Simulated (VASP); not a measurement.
Set up this calculation in VASP 6.6.1, as the native input.

```
Task                   : single point
Functional             : PBE
Potentials or basis    : VASP PAW PBE potentials, release 64 (Zn, Cd, O)
Cutoff                 : 520 eV
k mesh                 : 10 × 10 × 4
Occupations            : gaussian, width 0.1 eV
Spin                   : no spin polarisation
Dipole correction      : no
Further INCAR settings : ALGO = Normal; EDIFF = 1e-07; NBANDS = 46
```

The structure of ZnCd3O4 lies in POSCAR:

```
ZnCd3O4
1.0
    3.5171179000      0.0000000000      0.0000000000
    0.0000000000      3.5171179000      0.0000000000
    0.0000000000      0.0000000000     10.1020988000
Zn Cd O
1 3 4
Direct
    0.5000000000      0.5000000000      0.0000000000
    0.0000000000      0.0000000000      0.7668010000
    0.0000000000      0.0000000000      0.2331990000
    0.5000000000      0.5000000000      0.5000000000
    0.5000000000      0.0000000000      0.9004830000
    0.0000000000      0.5000000000      0.0995170000
    0.5000000000      0.0000000000      0.3665610000
    0.0000000000      0.5000000000      0.6334390000
```

These files were run (other wordings do the same):

INCAR

```
SYSTEM = ZnCd3O4
ALGO     = Normal         ! electronic algorithm
EDIFF    = 1E-7           ! SCF threshold, eV
ENCUT    = 520            ! plane-wave cutoff, eV
GGA      = PE             ! functional
ISIF     = 2              ! what is computed and relaxed
ISMEAR   = 0              ! smearing method
LASPH    = .True.         ! aspherical terms in the spheres
LCHARG   = .False.        ! write CHGCAR
LREAL    = .False.        ! projectors in reciprocal space
LWAVE    = .False.        ! write WAVECAR
NBANDS   = 46             ! bands
NELM     = 80             ! most SCF steps
PREC     = Accurate       ! precision mode
SIGMA    = 0.1            ! smearing width, eV
```

KPOINTS

```
k-points
0
Gamma
  10 10 4
  0 0 0
```

Potentials or basis: VASP PAW PBE potentials, release 64 (Zn, Cd, O).

Run with:

```console
$ cat potpaw_PBE.64/Zn/POTCAR potpaw_PBE.64/Cd/POTCAR potpaw_PBE.64/O/POTCAR > POTCAR
$ mpirun -np 1 vasp_std > vasp.out
```

Results of the run:

| Property | Result |
| --- | --- |
| Pressure | 1.1 GPa |
| Largest force | 0.041 eV/Å |
| Band gap on the k mesh | zero (filled and empty bands touch) |

It took 2.7 min on 1 thread of Intel(R) Xeon(R) 6975P-C (Granite Rapids) (shared host), peak memory 0.45 GiB.
